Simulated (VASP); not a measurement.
Set up this calculation in VASP 6.6.1, as the native input.

* Task: single point
* Functional: PBEsol
* Potentials or basis: VASP PAW PBE potentials, release 64 (Sc_sv, Al)
* Cutoff: 500 eV
* k mesh: 8 × 8 × 8
* Occupations: fermi-dirac, width 0.05 eV
* Spin: no spin polarisation
* Dipole correction: no
* Further INCAR settings: ALGO = Normal; EDIFF = 1e-06; NBANDS = 14

The structure of ScAl lies in POSCAR:

```
ScAl
1.0
    3.3703500000      0.0000000000      0.0000000000
    0.0000000000      3.3703500000      0.0000000000
    0.0000000000      0.0000000000      3.3703500000
Sc Al
1 1
Direct
    0.5000000000      0.5000000000      0.5000000000
    0.0000000000      0.0000000000      0.0000000000
```

One way to write it, as run:

INCAR

```
SYSTEM = ScAl
PREC     = Accurate       ! precision mode
ENCUT    = 500            ! plane-wave cutoff, eV
EDIFF    = 1E-6           ! SCF threshold, eV
ISMEAR   = -1             ! smearing method
SIGMA    = 0.05           ! smearing width, eV
LREAL    = .False.        ! projectors in reciprocal space
LASPH    = .True.         ! aspherical terms in the spheres
NELM     = 120            ! most SCF steps
ALGO     = Normal         ! electronic algorithm
ISIF     = 2              ! what is computed and relaxed
LWAVE    = .False.        ! write WAVECAR
LCHARG   = .False.        ! write CHGCAR
GGA      = PS             ! functional
NBANDS   = 14             ! bands
GGA_COMPAT= .False.
```

KPOINTS

```
Automatic mesh
0
Gamma
  8 8 8
  0 0 0
```

Potentials or basis: VASP PAW PBE potentials, release 64 (Sc_sv, Al).

Command:

```console
$ cat potpaw_PBE.64/Sc_sv/POTCAR potpaw_PBE.64/Al/POTCAR > POTCAR
$ mpirun -np 1 vasp_std > vasp.out
```

It gave:

The pressure is -1.7 GPa. The band gap on the k mesh is zero (bands 7 and 8 overlap by 1.18 eV).

Caveat: the PAW data sets were made with another functional, which shifts forces and pressure a little.

It took 11 s on 1 thread of AMD EPYC 9R45 (Zen 5) (shared host), peak memory 0.13 GiB.
